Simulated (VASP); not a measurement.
Crystal: InP.

```
In P
1.0
     0.00000    2.87068    2.87068
     2.87068    0.00000    2.87068
     2.87068    2.87068    0.00000
In P
1 1
Direct
  0.00000 0.00000 0.00000
  0.75000 0.75000 0.75000
```

Base run:

| Quantity | Value |
| --- | --- |
| Program | VASP 6.6.1 |
| Functional | PBE exchange alone |
| Potentials or basis | VASP PAW PBE potentials, release 64 (In_d, P) |
| Cutoff | 520 eV |
| k mesh | 8 × 8 × 8 |
| Occupations | fermi-dirac, width 0.05 eV |
| Spin | no spin polarisation |

Its results: band gap on the k mesh 1.04 eV, direct; pressure 18.5 GPa.

The run is repeated on the same cell with these changes: functional from PBE exchange alone to SVWN5. What comes out?

Band gap on the k mesh 0.82 eV, direct; pressure 3.5 GPa.

Caveats: spin-orbit coupling is left out, which moves the levels of the heavy elements; the PAW data sets were made with another functional, which shifts forces and pressure a little (some runs).

